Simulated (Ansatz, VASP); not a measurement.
Given: the input of a run of VASP 6.6.1 on MnS.

File INCAR:

```
SYSTEM = MnS
PREC = Accurate ; ENCUT = 520
EDIFF = 1E-6 ; ISMEAR = 0
SIGMA = 0.05 ; LREAL = .FALSE.
LASPH = .TRUE. ; NELM = 150
ALGO = Normal ; ISIF = 2
LWAVE = .FALSE. ; LCHARG = .FALSE.
ISPIN = 2 ; MAGMOM = 4 0
LORBIT = 11 ; LMAXMIX = 4
GGA = PE ; NBANDS = 20
```

Contents of KPOINTS:

```
Automatic mesh
0
G
  9 9 9
  0 0 0
```

File POSCAR:

```
MnS
1.0
    0.0000000000      2.4734634191      2.4734634191
    2.4734634191      0.0000000000      2.4734634191
    2.4734634191      2.4734634191      0.0000000000
Mn S
1 1
Direct
    0.0000000000      0.0000000000      0.0000000000
    0.7500000000      0.7500000000      0.7500000000
```

Potentials or basis: VASP PAW PBE potentials, release 64 (Mn_pv, S).

Run with:

```sh
$ cat potpaw_PBE.64/Mn_pv/POTCAR potpaw_PBE.64/S/POTCAR > POTCAR
$ mpirun -np 1 vasp_std > vasp.out
```

Q: Translate it to Ansatz 0.2.0. Potentials there: all-electron LAPW, scalar-relativistic.

A: As run (the cutoff follows the program's own potentials):

input.yaml

```yaml
crystal:
  lattice:
    - [0.0, 2.4734634191, 2.4734634191]
    - [2.4734634191, 0.0, 2.4734634191]
    - [2.4734634191, 2.4734634191, 0.0]
  atoms:
    - { symbol: Mn, position: [0.0, 0.0, 0.0], spin: 4.0 }
    - { symbol: S, position: [0.75, 0.75, 0.75] }
kpoints:
  mp_grid: { grid: [9, 9, 9] }
scf:
  occupations: { method: gaussian, width: 0.05 }
hamiltonian:
  xc: pbe
  pseudopotentials: { kind: all_electron, lapw: { basis_error: 0.001 } }
magnetization:
  spin_polarized: true
output:
  forces: true
  stress: true
  eigenvalues: true
```

Potentials or basis: all-electron LAPW, scalar-relativistic.

The run is started by

```bash
$ ansatz run input.yaml --threads 2 --pin off --max-ram 6144MiB --backend cpu --events-out ev --progress --plain --runs-dir out
```

Both were run:

|  | VASP | Ansatz | Ansatz less VASP |
| --- | --- | --- | --- |
| gap on the k mesh at the Fermi level (eV) | none | none | - |
| pressure (GPa) | 3.0 | 2.9 | -0.08 |
| net moment per atom (μB) | 0.12 | 0.12 | 0.000 |
| size of the moment on the site where the two differ most (μB) | 0.23 | 0.23 | -0.003 |

Site moments also hang on the region over which each program counts them. A gap of «none» marks a metal or a gap that the smearing closes. Ansatz ran all-electron here, and VASP with PAW potentials.
